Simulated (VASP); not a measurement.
Runs of VASP 6.6.1 on K2S. Symmetry: Fm-3m, No. 225, cubic system. Conventional cell: a = 7.406 Å, b = 7.406 Å, c = 7.406 Å, α = 90.00°, β = 90.00°, γ = 90.00°. S (site symmetry m-3m) has 8 K at 3.21 Å within 4.2 Å. Within 4.2 Å of K (site symmetry -43m) lie 4 S at 3.21 Å and 6 K at 3.70 Å. 

```tsv
level	potentials or basis	k mesh	cutoff (eV)	smearing	grid for exact exchange (PRECFOCK)	share of exact exchange	screening parameter	gap on the mesh (eV)	pressure (GPa)
PBE	VASP PAW PBE potentials, release 64 (S, K_sv)	2 × 2 × 2	500	gaussian 0.01 eV	-	-	-	(a)	0.5
PBE	VASP PAW PBE potentials, release 64 (S, K_sv)	4 × 4 × 4	500	methfessel-paxton 0.5 eV	-	-	-	2.38	0.4
PBE	VASP PAW PBE potentials, release 64 (S, K_sv)	4 × 4 × 4	500	gaussian 0.05 eV	-	-	-	2.38	0.5
LDA	VASP PAW LDA potentials, release 64 (S, K_sv)	2 × 2 × 2	500	gaussian 0.01 eV	-	-	-	2.05	-1.6
PBE	VASP PAW PBE potentials, release 64 (S, K_sv)	4 × 4 × 4	500	gaussian 0.01 eV	-	-	-	2.38	0.5
PBE-based screened hybrid with 50 % exact exchange	VASP PAW PBE potentials, release 64 (S, K_sv)	4 × 4 × 4	400	gaussian 0.01 eV	Normal	0.5	0.2078 1/Å	4.29	(c)
HSE06	VASP PAW PBE potentials, release 64 (S, K_sv)	2 × 2 × 2	400	gaussian 0.01 eV	Normal	0.25	0.2079 1/Å	(b)	0.2
PBE-based screened hybrid with 15 % exact exchange	VASP PAW PBE potentials, release 64 (S, K_sv)	4 × 4 × 4	400	gaussian 0.01 eV	Normal	0.15	0.3 1/Å	2.81	0.3
```

Alike in all rows: task single point; no spin polarisation; cell as given.

Question: Fill in the values left out.

Answer: (a) 2.35; (b) 3.33; (c) -0.1.

Caveats: some runs use coarse meshes; the PAW data sets were made with another functional, which shifts forces and pressure a little (at least some runs).

A k mesh can miss the band edges.
